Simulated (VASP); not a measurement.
# Ba3Sn (Pm-3m) in VASP: a series of runs

Ba3Sn is run at these levels: PBE; tasks: single point, relaxation of cell and atoms.

All numbers are computed with VASP 6.6.1; they aren't measurements. Logs are shortened: lines on timing, memory, paths and dates and some standing lists are left out, and cuts for length are marked.

### Step 1. The cell of the first run

Symmetry: Pm-3m, No. 221, cubic system. Conventional cell: a = 5.584 Å, b = 5.584 Å, c = 5.584 Å, α = 90.00°, β = 90.00°, γ = 90.00°. Ba (site symmetry 4/mmm) has 8 Ba at 3.95 Å and 4 Sn at 3.95 Å within 5.2 Å. Sn (site symmetry m-3m) has 12 Ba at 3.95 Å within 5.2 Å.

### Step 2. Single point, PBE

Contents of INCAR:

```
SYSTEM = Ba3Sn
PREC = Accurate ; ENCUT = 520
EDIFF = 1E-6 ; ISMEAR = 0
SIGMA = 0.1 ; LREAL = .False.
LASPH = .True. ; NELM = 100
ALGO = Fast ; ISIF = 2
LWAVE = .False. ; LCHARG = .False.
GGA = PE ; NBANDS = 30
```

Contents of KPOINTS:

```
regular mesh
0
Gamma
  8 8 8
  0 0 0
```

Contents of POSCAR:

```
Ba3Sn
1.0
    5.5844720285      0.0000000000      0.0000000000
    0.0000000000      5.5844720285      0.0000000000
    0.0000000000      0.0000000000      5.5844720285
Ba Sn
3 1
Direct
    0.0000000000      0.5000000000      0.5000000000
    0.5000000000      0.0000000000      0.5000000000
    0.5000000000      0.5000000000      0.0000000000
    0.0000000000      0.0000000000      0.0000000000
```

Potentials or basis: VASP PAW PBE potentials, release 64 (Ba_sv, Sn_d).

Run with:

```console
$ cat potpaw_PBE.64/Ba_sv/POTCAR potpaw_PBE.64/Sn_d/POTCAR > POTCAR
$ mpirun -np 1 vasp_std > vasp.out
```

OUTCAR:

```text
SYSTEM = Ba3Sn
   PREC = Accurate
   ENCUT = 520
   EDIFF = 1E-6
   ISMEAR = 0
   LREAL = .False.
   LASPH = .True.
   NELM = 100
   ISIF = 2
   GGA = PE

 ion  position               nearest neighbor table
   1  0.000  0.500  0.500-   2 3.95   3 3.95   4 3.95   3 3.95   4 3.95   2 3.95   4 3.95   4 3.95
                             2 3.95   3 3.95   3 3.95   2 3.95
   2  0.500  0.000  0.500-   1 3.95   3 3.95   4 3.95   3 3.95   4 3.95   1 3.95   3 3.95   3 3.95
                             1 3.95   4 3.95   4 3.95   1 3.95
   3  0.500  0.500  0.000-   1 3.95   2 3.95   4 3.95   1 3.95   2 3.95   2 3.95   4 3.95   2 3.95
                             1 3.95   4 3.95   1 3.95   4 3.95
   4  0.000  0.000  0.000-   1 3.95   2 3.95   3 3.95   1 3.95   2 3.95   1 3.95   3 3.95   1 3.95
                             2 3.95   3 3.95   2 3.95   3 3.95

  LATTYP: Found a simple cubic cell.
 ALAT       =     5.5844720285

  Lattice vectors:

 A1 = (   5.5844720285,   0.0000000000,   0.0000000000)
 A2 = (   0.0000000000,   5.5844720285,   0.0000000000)
 A3 = (   0.0000000000,   0.0000000000,   5.5844720285)

Analysis of symmetry for initial positions (statically):
=====================================================================
 Subroutine PRICEL returns:
 Original cell was already a primitive cell.

 Routine SETGRP: Setting up the symmetry group for a
 simple cubic supercell.

 Subroutine GETGRP returns: Found 48 space group operations
 (whereof 48 operations were pure point group operations)
 out of a pool of 48 trial point group operations.

The static configuration has the point symmetry O_h .

Analysis of symmetry for dynamics (positions and initial velocities):
=====================================================================
 Subroutine PRICEL returns:
 Original cell was already a primitive cell.

 Routine SETGRP: Setting up the symmetry group for a
 simple cubic supercell.

 Subroutine GETGRP returns: Found 48 space group operations
 (whereof 48 operations were pure point group operations)
 out of a pool of 48 trial point group operations.

The dynamic configuration has the point symmetry O_h .

 Subroutine INISYM returns: Found 48 space group operations
 (whereof 48 operations are pure point group operations),
 and found     1 'primitive' translations

----------------------------------------------------------------------------------------

                                     Primitive cell

  volume of cell :     174.1592

  direct lattice vectors                    reciprocal lattice vectors
     5.584472028  0.000000000  0.000000000     0.179067958  0.000000000  0.000000000
     0.000000000  5.584472028  0.000000000     0.000000000  0.179067958  0.000000000
     0.000000000  0.000000000  5.584472028     0.000000000  0.000000000  0.179067958

  length of vectors
     5.584472028  5.584472028  5.584472028     0.179067958  0.179067958  0.179067958

  position of ions in fractional coordinates (direct lattice)
     0.000000000  0.500000000  0.500000000
     0.500000000  0.000000000  0.500000000
     0.500000000  0.500000000  0.000000000
     0.000000000  0.000000000  0.000000000

  ion indices of the primitive-cell ions
   primitive index   ion index
                 1           1
                 2           2
                 3           3
                 4           4

----------------------------------------------------------------------------------------

 KPOINTS: regular mesh

Automatic generation of k-mesh.
 Grid dimensions read from file:
 generate k-points for:    8    8    8

 Generating k-lattice:

  Cartesian coordinates                     Fractional coordinates (reciprocal lattice)
     0.022383495  0.000000000  0.000000000     0.125000000  0.000000000  0.000000000
     0.000000000  0.022383495  0.000000000     0.000000000  0.125000000  0.000000000
     0.000000000  0.000000000  0.022383495     0.000000000  0.000000000  0.125000000

  Length of vectors
     0.022383495  0.022383495  0.022383495

  Shift w.r.t. Gamma in fractional coordinates (k-lattice)
     0.000000000  0.000000000  0.000000000

 Subroutine IBZKPT returns following result:
 ===========================================

 Found     35 irreducible k-points:

 Following reciprocal coordinates:
            Coordinates               Weight
  0.000000  0.000000  0.000000      1.000000
  0.125000  0.000000  0.000000      6.000000
  0.250000  0.000000  0.000000      6.000000
  0.375000  0.000000  0.000000      6.000000
  0.500000  0.000000  0.000000      3.000000
  0.125000  0.125000  0.000000     12.000000
[... 16 lines left out ...]
  0.375000  0.375000  0.125000     24.000000
  0.500000  0.375000  0.125000     24.000000
 [... further k-points ...]
   k-points           NKPTS =     35   k-points in BZ     NKDIM =     35   number of bands    NBANDS=     30
   number of dos      NEDOS =    301   number of ions     NIONS =      4
   total plane-waves  NPLWV =  74088
   dimension x,y,z NGX =    42 NGY =   42 NGZ =   42
   dimension x,y,z NGXF=    84 NGYF=   84 NGZF=   84
   ions per type =               3   1
   NGX,Y,Z   is equivalent  to a cutoff of  12.50, 12.50, 12.50 a.u.
   NGXF,Y,Z  is equivalent  to a cutoff of  25.01, 25.01, 25.01 a.u.
 SYSTEM =  Ba3Sn
   PREC   = accura    normal or accurate (medium, high low for compatibility)
   ISTART =      0    job   : 0-new  1-cont  2-samecut
   ICHARG =      2    charge: 1-file 2-atom 10-const
   ISPIN  =      1    spin polarized calculation?
   LNONCOLLINEAR =      F non collinear calculations
   LSORBIT =      F    spin-orbit coupling
   LASPH  =      T    aspherical Exc in radial PAW
   ENCUT  =  520.0 eV  38.22 Ry    6.18 a.u.  10.38 10.38 10.38*2*pi/ulx,y,z
   NELM   =    100;   NELMIN=  2; NELMDL= -5     # of ELM steps
   EDIFF  = 0.1E-05   stopping-criterion for ELM
   LREAL  =      F    real-space projection
   EDIFFG = 0.1E-04   stopping-criterion for IOM
   NSW    =      0    number of steps for IOM
   IBRION =     -1    ionic relax: 0-MD 1-quasi-New 2-CG
   NFREE  =      0    steps in history (QN), initial steepest desc. (CG)
   ISIF   =      2    stress and relaxation
   ISYM   =      2    0-nonsym 1-usesym 2-fastsym
   POTIM  = 0.5000    time-step for ionic-motion
   TEBEG  =    0.0;   TEEND  =   0.0 temperature during run
   PSTRESS=    0.0 pullay stress
   NELECT =      44.0000    total number of electrons
   NUPDOWN=      -1.0000    fix difference up-down
   EMIN   =  10.00;   EMAX   =-10.00  energy-range for DOS
   EFERMI =   0.00;   METHOD = LEGACY
   ISMEAR =     0;   SIGMA  =   0.10  broadening in eV -4-tet -1-fermi 0-gaus
   EFERMI_NEDOS =   21; number of points for ismear=-14 and -15
   IALGO  =     68    algorithm
   IMIX   =      4    mixing-type and parameters
     AMIX     =   0.40;   BMIX     =  1.00
     AMIX_MAG =   1.60;   BMIX_MAG =  1.00
  volume/ion in A,a.u.               =      43.54       293.82
  Fermi-wavevector in a.u.,A,eV,Ry     =   1.034928  1.955731 14.572882  1.071077
  Thomas-Fermi vector in A             =   2.169247
   LORBIT       =      0    0 simple, 1 ext, 2 COOP (PROOUT), +10 PAW based schemes
   GGA     = PE    functional components
   LHFCALC =     F    Hartree Fock is set to
   AEXX    =    0.0000 exact exchange contribution
   IVDW    =     0    specifies the selected vdW correction
   LEPSILON=     F    determine dielectric tensor
   LRPA    =     F    only Hartree local field effects (RPA)
 non-spin polarized calculation
 RMM-DIIS sequential band-by-band and
 Gauss-broadening in eV      SIGMA  =   0.10
  energy-cutoff  :      520.00
  volume of cell :      174.16
 maximum number of plane-waves:      4713
 NGX is ok and might be reduce to    42
   NGX = 21   NGY = 21   NGZ = 21

 number of electron      44.0000012 magnetization

 Free energy of the ion-electron system (eV)
  ---------------------------------------------------
  ext. energy  EPLUGINS =         0.00000000
  ---------------------------------------------------
  free energy    TOTEN  =       -10.91555577 eV

  energy without entropy =      -10.90286082  energy(sigma->0) =      -10.90920829

 E-fermi :   3.2983     XC(G=0):  -8.5667

 val. band max:        3.2781178616   @ k =   0.0000   0.0000   0.0000
 cond. band min:       3.3028602927   @ k =   0.5000   0.3750   0.3750
 fundamental gap:      0.0247424311
 Fermi energy:         3.2983058816

 k-point     1 :       0.0000    0.0000    0.0000
  band No.  band energies     occupation
      1     -25.4142      2.00000
      2     -25.2338      2.00000
      3     -25.2338      2.00000
      4     -17.1734      2.00000
      5     -17.1734      2.00000
      6     -17.1734      2.00000
[... 22 lines left out ...]
     29       6.4987      0.00000
     30       6.4987      0.00000

 k-point     2 :       0.1250    0.0000    0.0000
  band No.  band energies     occupation
      1     -25.4082      2.00000
      2     -25.2399      2.00000
      3     -25.2337      2.00000
      4     -17.1735      2.00000
      5     -17.1735      2.00000
      6     -17.1734      2.00000
[... 22 lines left out ...]
     29       6.3191      0.00000
     30       6.6816      0.00000

 k-point     3 :       0.2500    0.0000    0.0000
  band No.  band energies     occupation
      1     -25.3914      2.00000
      2     -25.2570      2.00000
      3     -25.2335      2.00000
      4     -17.1737      2.00000
      5     -17.1737      2.00000
      6     -17.1734      2.00000
[... 22 lines left out ...]
     29       5.9177      0.00000
     30       7.0259      0.00000

 k-point     4 :       0.3750    0.0000    0.0000
  band No.  band energies     occupation
      1     -25.3686      2.00000
      2     -25.2800      2.00000
      3     -25.2332      2.00000
      4     -17.1739      2.00000
      5     -17.1739      2.00000
      6     -17.1734      2.00000
[... 616 lines left out ...]
     29       6.1058      0.00000
     30       6.1902      0.00000

 k-point    23 :       0.3750    0.3750    0.1250
  band No.  band energies     occupation
      1     -25.3286      2.00000
      2     -25.2847      2.00000
      3     -25.2674      2.00000
      4     -17.1738      2.00000
      5     -17.1738      2.00000
      6     -17.1734      2.00000
[... 22 lines left out ...]
     29       6.1445      0.00000
     30       6.2377      0.00000

 k-point    24 :       0.5000    0.3750    0.1250
  band No.  band energies     occupation
      1     -25.3150      2.00000
      2     -25.2935      2.00000
      3     -25.2721      2.00000
      4     -17.1738      2.00000
      5     -17.1737      2.00000
      6     -17.1733      2.00000
[... 22 lines left out ...]
     29       6.0370      0.00000
     30       6.3479      0.00000

 [... further k-points ...]

------------------------ aborting loop because EDIFF is reached ----------------------------------------

  FORCE on cell =-STRESS in cart. coord.  units (eV):
  Direction    XX          YY          ZZ          XY          YZ          ZX
  --------------------------------------------------------------------------------------
  -------------------------------------------------------------------------------------
  Total        0.3228256      0.3228256      0.3228256     -0.0000000      0.0000000      0.0000000
  in kB        2.9698344      2.9698344      2.9698344     -0.0000000      0.0000000      0.0000000
  external PRESSURE =       2.9698344 kB  Pullay stress =       0.0000000 kB

 VOLUME and BASIS-vectors are now :
 -----------------------------------------------------------------------------
  energy-cutoff  :      520.00
  volume of cell :      174.16
      direct lattice vectors                 reciprocal lattice vectors
     5.584472028  0.000000000  0.000000000     0.179067958  0.000000000  0.000000000
     0.000000000  5.584472028  0.000000000     0.000000000  0.179067958  0.000000000
     0.000000000  0.000000000  5.584472028     0.000000000  0.000000000  0.179067958

 POSITION                                       TOTAL-FORCE (eV/Angst)
 -----------------------------------------------------------------------------------
      0.00000      2.79224      2.79224         0.000000      0.000000      0.000000
      2.79224      0.00000      2.79224         0.000000      0.000000      0.000000
      2.79224      2.79224      0.00000         0.000000      0.000000      0.000000
      0.00000      0.00000      0.00000         0.000000      0.000000      0.000000
 -----------------------------------------------------------------------------------
    total drift:                                0.000000     -0.000000     -0.000000

  FREE ENERGIE OF THE ION-ELECTRON SYSTEM (eV)
  ---------------------------------------------------
  free  energy   TOTEN  =       -10.9155557737 eV

  energy  without entropy=      -10.9028608154  energy(sigma->0) =      -10.90920829
```

Run time: 6.3 min. Hardware: 1 thread of Intel Xeon Platinum 8259CL at 2.50GHz (Skylake/Cascade Lake), shared host; peak memory 0.36 GiB.

What came out:

```
Free energy            : -10.9156 eV
Pressure               : 0.3 GPa
Band gap on the k mesh : zero (bands 22 and 23 overlap by 0.79 eV)
```

Caveat: spin-orbit coupling is left out, which moves the levels of the heavy elements.

### Step 3. Relaxation of cell and atoms, PBE

This run uses another cell than the first one, of 43.44 Å³/atom.

Contents of INCAR:

```
SYSTEM = Ba3Sn
  PREC = Accurate
  ENCUT = 600
  EDIFF = 1E-7
  ISMEAR = 0
  SIGMA = 0.1
  LREAL = .False.
  LASPH = .True.
  NELM = 100
  ALGO = Fast
  ISIF = 3
  LWAVE = .False.
  LCHARG = .False.
  GGA = PE
  IBRION = 2
  NSW = 100
  EDIFFG = -0.01
```

KPOINTS is that of step 2.

Contents of POSCAR:

```
Ba3Sn
1.0
    5.5801350508      0.0000000000      0.0000000000
    0.0000000000      5.5801350508      0.0000000000
    0.0000000000      0.0000000000      5.5801350508
Ba Sn
3 1
Direct
    0.0000000000      0.5000000000      0.5000000000
    0.5000000000      0.0000000000      0.5000000000
    0.5000000000      0.5000000000      0.0000000000
    0.0000000000      0.0000000000      0.0000000000
```

Potentials or basis: VASP PAW PBE potentials, release 64 (Ba_sv, Sn_d).

Run with:

```console
$ cat potpaw_PBE.64/Ba_sv/POTCAR potpaw_PBE.64/Sn_d/POTCAR > POTCAR
$ mpirun -np 1 vasp_std > vasp.out
```

It took 32 min on 1 thread of Intel Xeon Platinum 8259CL at 2.50GHz (Skylake/Cascade Lake), shared host; peak memory 0.49 GiB.

The run converged. Its results:

| Quantity | Value |
| --- | --- |
| Free energy | -10.9187 eV |
| Relaxed volume | 44.27 Å³/atom |
| Relaxed cell | a = 5.615 Å, b = 5.615 Å, c = 5.615 Å, α = 90.00°, β = 90.00°, γ = 90.00° |
| Space group after relaxing (to 0.1 Å) | Pm-3m (No. 221) |
| Energy gained by relaxing | 0.9 meV/atom |
| Ionic steps | 3 |
| Pressure after relaxing | 0.0 GPa |
| Band gap on the k mesh | zero (bands 22 and 23 overlap by 0.76 eV) |

The path:
```
step  energy change (eV)  largest force (eV/Å)  pressure (GPa)  volume (Å³)
   1              0.0000                0.0000            0.35       173.75
   2             -0.0034                0.0000            0.10       176.16
   3             -0.0037                0.0000            0.01       177.08
```

Final structure:
```
Ba Sn
1.0
     5.61549    0.00000    0.00000
     0.00000    5.61549    0.00000
     0.00000    0.00000    5.61549
Ba Sn
3 1
Direct
  0.00000 0.50000 0.50000
  0.50000 0.00000 0.50000
  0.50000 0.50000 0.00000
  0.00000 0.00000 0.00000
```

Levels at points of the mesh, in eV from the Fermi level:
```tsv
k point	band 18	band 19	band 20	band 21	band 22	band 23	band 24	band 25	band 26
(0.00, 0.00, 0.00)	-6.55	-1.96	-0.24	-0.24	0.00	0.00	0.00	0.26	0.26
(0.50, 0.00, 0.00)	-6.13	-2.22	-0.71	-0.70	-0.70	0.40	1.06	1.85	1.87
(0.50, 0.50, 0.00)	-6.06	-1.46	-1.46	-1.12	0.38	0.73	0.73	1.08	1.90
(0.50, 0.50, 0.50)	-6.29	-0.56	-0.56	-0.56	-0.38	-0.38	-0.38	1.95	1.97
```

Caveat: spin-orbit coupling is left out, which moves the levels of the heavy elements.

The gap in the log of VASP goes by the Fermi energy; the results here count the filled bands.